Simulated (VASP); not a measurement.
# WSe2 in VASP: notebook

The runs below take WSe2 through single point, with PBEsol.

Program: VASP 6.6.1. These are calculated values, not measurements. Logs are shortened: lines on timing, memory, paths and dates and some standing lists are left out, and cuts for length are marked.

### 1 The cell of the first run

The cell holds a slab with vacuum, 3 atoms: a = 3.221 Å, b = 3.221 Å, c = 16.911 Å, α = 90.00°, β = 90.00°, γ = 120.00°.

### 2 Single point, PBEsol (strain -0.015 along x and y, +0.015 along z)

File INCAR:

```
PREC     = Accurate       # precision mode
ENCUT    = 520            # plane-wave cutoff, eV
EDIFF    = 1E-6           # SCF threshold, eV
ISMEAR   = 0              # smearing method
SIGMA    = 0.05           # smearing width, eV
LREAL    = F              # projectors in reciprocal space
LASPH    = T              # aspherical terms in the spheres
NELM     = 100            # most SCF steps
ALGO     = Normal         # electronic algorithm
ISIF     = 2              # what is computed and relaxed
LWAVE    = F              # write WAVECAR
LCHARG   = F              # write CHGCAR
GGA      = PS             # functional
NBANDS   = 20             # bands
```

File KPOINTS:

```
regular mesh
0
Gamma
  12 12 2
```

File POSCAR:

```
WSe2
1.0
    3.2211988882      0.0000000000      0.0000000000
   -1.6105994441      2.7896400678      0.0000000000
    0.0000000000      0.0000000000     16.9111353302
W Se
1 2
Direct
    0.0000000000      0.0000000000      0.0000000000
    0.3333333333      0.6666666667      0.1003992715
    0.3333333333      0.6666666667      0.8996007285
```

Potentials or basis: VASP PAW PBE potentials, release 64 (W_sv, Se).

Command:

```sh
$ cat potpaw_PBE.64/W_sv/POTCAR potpaw_PBE.64/Se/POTCAR > POTCAR
$ mpirun -np 1 vasp_std > vasp.out
```

OUTCAR:

```text
PREC = Accurate
   ENCUT = 520
   EDIFF = 1E-6
   ISMEAR = 0
   LREAL = F
   LASPH = T
   NELM = 100
   ISIF = 2
   GGA = PS

 ion  position               nearest neighbor table
   1  0.000  0.000  0.000-   2 2.52   3 2.52   2 2.52   3 2.52   2 2.52   3 2.52
   2  0.333  0.667  0.100-   1 2.52   1 2.52   1 2.52
   3  0.333  0.667  0.900-   1 2.52   1 2.52   1 2.52

  LATTYP: Found a hexagonal cell.
 ALAT       =     3.2211988882
 C/A-ratio  =     5.2499506914

  Lattice vectors:

 A1 = (   3.2211988882,   0.0000000000,   0.0000000000)
 A2 = (  -1.6105994441,   2.7896400678,   0.0000000000)
 A3 = (   0.0000000000,   0.0000000000,  16.9111353302)

Analysis of symmetry for initial positions (statically):
=====================================================================
 Subroutine PRICEL returns:
 Original cell was already a primitive cell.

 Routine SETGRP: Setting up the symmetry group for a
 hexagonal supercell.

 Subroutine GETGRP returns: Found 12 space group operations
 (whereof 12 operations were pure point group operations)
 out of a pool of 24 trial point group operations.

The static configuration has the point symmetry D_3h.

Analysis of symmetry for dynamics (positions and initial velocities):
=====================================================================
 Subroutine PRICEL returns:
 Original cell was already a primitive cell.

 Routine SETGRP: Setting up the symmetry group for a
 hexagonal supercell.

 Subroutine GETGRP returns: Found 12 space group operations
 (whereof 12 operations were pure point group operations)
 out of a pool of 24 trial point group operations.

The dynamic configuration has the point symmetry D_3h.

 Subroutine INISYM returns: Found 12 space group operations
 (whereof 12 operations are pure point group operations),
 and found     1 'primitive' translations

----------------------------------------------------------------------------------------

                                     Primitive cell

  volume of cell :     151.9632

  direct lattice vectors                    reciprocal lattice vectors
     3.221198888  0.000000000  0.000000000     0.310443420  0.179234592  0.000000000
    -1.610599444  2.789640068  0.000000000     0.000000000  0.358469184  0.000000000
     0.000000000  0.000000000 16.911135330     0.000000000  0.000000000  0.059132635

  length of vectors
     3.221198888  3.221198888 16.911135330     0.358469184  0.358469184  0.059132635

  position of ions in fractional coordinates (direct lattice)
     0.000000000  0.000000000  0.000000000
     0.333333333  0.666666667  0.100399272
     0.333333333  0.666666667  0.899600728

  ion indices of the primitive-cell ions
   primitive index   ion index
                 1           1
                 2           2
                 3           3

----------------------------------------------------------------------------------------

 KPOINTS: regular mesh

Automatic generation of k-mesh.
 Grid dimensions read from file:
 generate k-points for:   12   12    2

 Generating k-lattice:

  Cartesian coordinates                     Fractional coordinates (reciprocal lattice)
     0.025870285  0.014936216  0.000000000     0.083333333  0.000000000  0.000000000
     0.000000000  0.029872432  0.000000000     0.000000000  0.083333333  0.000000000
     0.000000000  0.000000000  0.029566318     0.000000000  0.000000000  0.500000000

  Length of vectors
     0.029872432  0.029872432  0.029566318

  Shift w.r.t. Gamma in fractional coordinates (k-lattice)
     0.000000000  0.000000000  0.000000000

 Subroutine IBZKPT returns following result:
 ===========================================

 Found     38 irreducible k-points:

 Following reciprocal coordinates:
            Coordinates               Weight
  0.000000  0.000000  0.000000      1.000000
  0.083333  0.000000  0.000000      6.000000
  0.166667  0.000000  0.000000      6.000000
  0.250000 -0.000000  0.000000      6.000000
  0.333333 -0.000000  0.000000      6.000000
  0.416667  0.000000  0.000000      6.000000
[... 16 lines left out ...]
  0.250000 -0.000000  0.500000      6.000000
  0.333333 -0.000000  0.500000      6.000000
 [... further k-points ...]
   k-points           NKPTS =     38   k-points in BZ     NKDIM =     38   number of bands    NBANDS=     20
   number of dos      NEDOS =    301   number of ions     NIONS =      3
   total plane-waves  NPLWV =  72576
   dimension x,y,z NGX =    24 NGY =   24 NGZ =  126
   dimension x,y,z NGXF=    48 NGYF=   48 NGZF=  252
   ions per type =               1   2
   NGX,Y,Z   is equivalent  to a cutoff of  12.39, 12.39, 12.39 a.u.
   NGXF,Y,Z  is equivalent  to a cutoff of  24.77, 24.77, 24.77 a.u.
 SYSTEM =  unknown system
   PREC   = accura    normal or accurate (medium, high low for compatibility)
   ISTART =      0    job   : 0-new  1-cont  2-samecut
   ICHARG =      2    charge: 1-file 2-atom 10-const
   ISPIN  =      1    spin polarized calculation?
   LNONCOLLINEAR =      F non collinear calculations
   LSORBIT =      F    spin-orbit coupling
   LASPH  =      T    aspherical Exc in radial PAW
   ENCUT  =  520.0 eV  38.22 Ry    6.18 a.u.   5.99  5.99 31.44*2*pi/ulx,y,z
   NELM   =    100;   NELMIN=  2; NELMDL= -5     # of ELM steps
   EDIFF  = 0.1E-05   stopping-criterion for ELM
   LREAL  =      F    real-space projection
   EDIFFG = 0.1E-04   stopping-criterion for IOM
   NSW    =      0    number of steps for IOM
   IBRION =     -1    ionic relax: 0-MD 1-quasi-New 2-CG
   NFREE  =      0    steps in history (QN), initial steepest desc. (CG)
   ISIF   =      2    stress and relaxation
   ISYM   =      2    0-nonsym 1-usesym 2-fastsym
   POTIM  = 0.5000    time-step for ionic-motion
   TEBEG  =    0.0;   TEEND  =   0.0 temperature during run
   PSTRESS=    0.0 pullay stress
   NELECT =      26.0000    total number of electrons
   NUPDOWN=      -1.0000    fix difference up-down
   EMIN   =  10.00;   EMAX   =-10.00  energy-range for DOS
   EFERMI =   0.00;   METHOD = LEGACY
   ISMEAR =     0;   SIGMA  =   0.05  broadening in eV -4-tet -1-fermi 0-gaus
   EFERMI_NEDOS =   21; number of points for ismear=-14 and -15
   IALGO  =     38    algorithm
   IMIX   =      4    mixing-type and parameters
     AMIX     =   0.40;   BMIX     =  1.00
     AMIX_MAG =   1.60;   BMIX_MAG =  1.00
  volume/ion in A,a.u.               =      50.65       341.83
  Fermi-wavevector in a.u.,A,eV,Ry     =   0.908838  1.717455 11.238228  0.825986
  Thomas-Fermi vector in A             =   2.032812
   LORBIT       =      0    0 simple, 1 ext, 2 COOP (PROOUT), +10 PAW based schemes
   GGA     = PS    functional components
   LHFCALC =     F    Hartree Fock is set to
   AEXX    =    0.0000 exact exchange contribution
   IVDW    =     0    specifies the selected vdW correction
   LEPSILON=     F    determine dielectric tensor
   LRPA    =     F    only Hartree local field effects (RPA)
 non-spin polarized calculation
 Gauss-broadening in eV      SIGMA  =   0.05
  energy-cutoff  :      520.00
  volume of cell :      151.96
 maximum number of plane-waves:      4152
 NGX is ok and might be reduce to    24
   NGX = 11   NGY = 11   NGZ = 63

 number of electron      26.0000002 magnetization

 Free energy of the ion-electron system (eV)
  ---------------------------------------------------
  ext. energy  EPLUGINS =         0.00000000
  ---------------------------------------------------
  free energy    TOTEN  =       -23.21232483 eV

  energy without entropy =      -23.21232483  energy(sigma->0) =      -23.21232483

 E-fermi :  -0.2617     XC(G=0):  -4.8593

 val. band max:       -0.7105287144   @ k =   0.3333   0.3333   0.0000
 cond. band min:       0.8694124398   @ k =   0.1667   0.1667   0.0000
 fundamental gap:      1.5799411543
 Fermi energy:        -0.2616545746

 k-point     1 :       0.0000    0.0000    0.0000
  band No.  band energies     occupation
      1     -74.6092      2.00000
      2     -38.9096      2.00000
      3     -38.7033      2.00000
      4     -38.7033      2.00000
      5     -15.7425      2.00000
      6     -14.4829      2.00000
[... 12 lines left out ...]
     19       4.2045      0.00000
     20       4.6868      0.00000

 k-point     2 :       0.0833    0.0000    0.0000
  band No.  band energies     occupation
      1     -74.6083      2.00000
      2     -38.9058      2.00000
      3     -38.7232      2.00000
      4     -38.7079      2.00000
      5     -15.6279      2.00000
      6     -14.4226      2.00000
[... 12 lines left out ...]
     19       4.3532      0.00000
     20       5.0637      0.00000

 k-point     3 :       0.1667    0.0000    0.0000
  band No.  band energies     occupation
      1     -74.6057      2.00000
      2     -38.8954      2.00000
      3     -38.7773      2.00000
      4     -38.7206      2.00000
      5     -15.2985      2.00000
      6     -14.2493      2.00000
[... 12 lines left out ...]
     19       4.7665      0.00000
     20       5.6198      0.00000

 k-point     4 :       0.2500   -0.0000    0.0000
  band No.  band energies     occupation
      1     -74.6022      2.00000
      2     -38.8812      2.00000
      3     -38.8505      2.00000
      4     -38.7378      2.00000
      5     -14.7990      2.00000
      6     -13.9889      2.00000
[... 12 lines left out ...]
     19       5.3873      0.00000
     20       6.0364      0.00000

 k-point     5 :       0.3333   -0.0000    0.0000
  band No.  band energies     occupation
      1     -74.5987      2.00000
      2     -38.9227      2.00000
      3     -38.8669      2.00000
      4     -38.7550      2.00000
      5     -14.2160      2.00000
      6     -13.6930      2.00000
[... 12 lines left out ...]
     19       5.9950      0.00000
     20       6.0305      0.00000
[... 353 lines left out ...]
      6     -14.4226      2.00000
[... 12 lines left out ...]
     19       4.0955      0.00000
     20       5.6312      0.00000

 k-point    22 :       0.1667    0.0000    0.5000
  band No.  band energies     occupation
      1     -74.6057      2.00000
      2     -38.8954      2.00000
      3     -38.7773      2.00000
      4     -38.7206      2.00000
      5     -15.2985      2.00000
      6     -14.2493      2.00000
[... 12 lines left out ...]
     19       4.5473      0.00000
     20       6.0238      0.00000

 k-point    23 :       0.2500   -0.0000    0.5000
  band No.  band energies     occupation
      1     -74.6022      2.00000
      2     -38.8812      2.00000
      3     -38.8505      2.00000
      4     -38.7378      2.00000
      5     -14.7990      2.00000
      6     -13.9889      2.00000
[... 12 lines left out ...]
     19       5.1445      0.00000
     20       6.5873      0.00000

 k-point    24 :       0.3333   -0.0000    0.5000
  band No.  band energies     occupation
      1     -74.5986      2.00000
      2     -38.9227      2.00000
      3     -38.8669      2.00000
      4     -38.7550      2.00000
      5     -14.2160      2.00000
      6     -13.6930      2.00000
[... 12 lines left out ...]
     19       5.9015      0.00000
     20       6.0966      0.00000

 [... further k-points ...]

------------------------ aborting loop because EDIFF is reached ----------------------------------------

  FORCE on cell =-STRESS in cart. coord.  units (eV):
  Direction    XX          YY          ZZ          XY          YZ          ZX
  --------------------------------------------------------------------------------------
  -------------------------------------------------------------------------------------
  Total        1.3722479      1.3722479     -0.1660943      0.0000000      0.0000000      0.0000000
  in kB       14.4678725     14.4678725     -1.7511637      0.0000000      0.0000000      0.0000000
  external PRESSURE =       9.0615271 kB  Pullay stress =       0.0000000 kB

 VOLUME and BASIS-vectors are now :
 -----------------------------------------------------------------------------
  energy-cutoff  :      520.00
  volume of cell :      151.96
      direct lattice vectors                 reciprocal lattice vectors
     3.221198888  0.000000000  0.000000000     0.310443420  0.179234592  0.000000000
    -1.610599444  2.789640068  0.000000000     0.000000000  0.358469184  0.000000000
     0.000000000  0.000000000 16.911135330     0.000000000  0.000000000  0.059132635

 POSITION                                       TOTAL-FORCE (eV/Angst)
 -----------------------------------------------------------------------------------
      0.00000      0.00000      0.00000        -0.000000      0.000000     -0.000000
     -0.00000      1.85976      1.69787         0.000000      0.000000     -0.045877
     -0.00000      1.85976     15.21327         0.000000      0.000000      0.045877
 -----------------------------------------------------------------------------------
    total drift:                                0.000000     -0.000000     -0.000000

  FREE ENERGIE OF THE ION-ELECTRON SYSTEM (eV)
  ---------------------------------------------------
  free  energy   TOTEN  =       -23.2123248285 eV

  energy  without entropy=      -23.2123248285  energy(sigma->0) =      -23.21232483
```

Run time: 2 min. Hardware: 1 thread of Intel Xeon Platinum 8259CL at 2.50GHz (Skylake/Cascade Lake), shared host; peak memory 0.31 GiB.

What came out:

* Free energy: -23.2123 eV
* Largest force: 0.046 eV/Å
* Band gap on the k mesh: 1.58 eV (least direct gap 1.92 eV)

Forces in eV/Å, atoms in the order of the input:
```
W    0.000  0.000  0.000
Se   0.000  0.000 -0.046
Se   0.000  0.000  0.046
```

Caveat: the cell differs from its parent crystal (strain -0.015 along x and y, +0.015 along z); the PAW data sets were made with another functional, which shifts forces and pressure a little; spin-orbit coupling is left out, which moves the levels of the heavy elements.

### 3 Single point, PBEsol (strain -0.015 along x and y, +0.030 along z)

File INCAR:

```
SYSTEM = WSe2
PREC = Accurate
ENCUT = 520
EDIFF = 1E-7
ISMEAR = 0
SIGMA = 0.05
LREAL = .FALSE.
LASPH = .TRUE.
NELM = 60
ALGO = Normal
ISIF = 2
LWAVE = .FALSE.
LCHARG = .TRUE.
GGA = PS
LELF = .TRUE.
LVHAR = .TRUE.
NBANDS = 20
```

File KPOINTS:

```
Automatic mesh
0
G
  12 12 2
  0 0 0
```

Edit POSCAR of step 2 so:

```diff
@@ -4,3 +4,3 @@
    -1.6105994441      2.7896400678      0.0000000000
-    0.0000000000      0.0000000000     16.9111353302
+    0.0000000000      0.0000000000     17.1610535863
 W Se
```

Potentials or basis: VASP PAW PBE potentials, release 64 (W_sv, Se).

Command:

```sh
$ cat potpaw_PBE.64/W_sv/POTCAR potpaw_PBE.64/Se/POTCAR > POTCAR
$ mpirun -np 1 vasp_std > vasp.out
```

Wall time 2.2 min (1 thread of Intel Xeon Platinum 8259CL at 2.50GHz (Skylake/Cascade Lake), shared host); peak memory 0.31 GiB.

Results (log left out):

| Property | Result |
| --- | --- |
| Free energy | -23.1990 eV |
| Largest force | 0.480 eV/Å |
| Band gap on the k mesh | 1.49 eV (least direct gap 1.97 eV) |

Forces in eV/Å, atoms in the order of the input:
```
W    0.000  0.000  0.000
Se   0.000  0.000 -0.480
Se   0.000  0.000  0.480
```

Levels at points of the mesh, in eV from the valence-band top:
| k point | band 9 | band 10 | band 11 | band 12 | band 13 | band 14 | band 15 | band 16 | band 17 | band 18 |
| --- | --- | --- | --- | --- | --- | --- | --- | --- | --- | --- |
| (0.00, 0.00, 0.00) | -2.08 | -2.08 | -0.92 | -0.92 | -0.71 | 3.17 | 3.17 | 3.27 | 3.27 | 4.33 |
| (0.50, 0.00, 0.00) | -4.25 | -2.83 | -2.41 | -1.09 | -0.63 | 2.76 | 2.84 | 3.68 | 4.44 | 4.63 |
| (0.00, 0.00, 0.50) | -2.08 | -2.08 | -0.92 | -0.92 | -0.71 | 3.17 | 3.17 | 3.27 | 3.27 | 4.42 |
| (0.50, 0.00, 0.50) | -4.25 | -2.83 | -2.41 | -1.09 | -0.63 | 2.76 | 2.84 | 3.68 | 4.44 | 4.63 |

Caveat: the cell differs from its parent crystal (strain -0.015 along x and y, +0.030 along z); the PAW data sets were made with another functional, which shifts forces and pressure a little; spin-orbit coupling is left out, which moves the levels of the heavy elements.
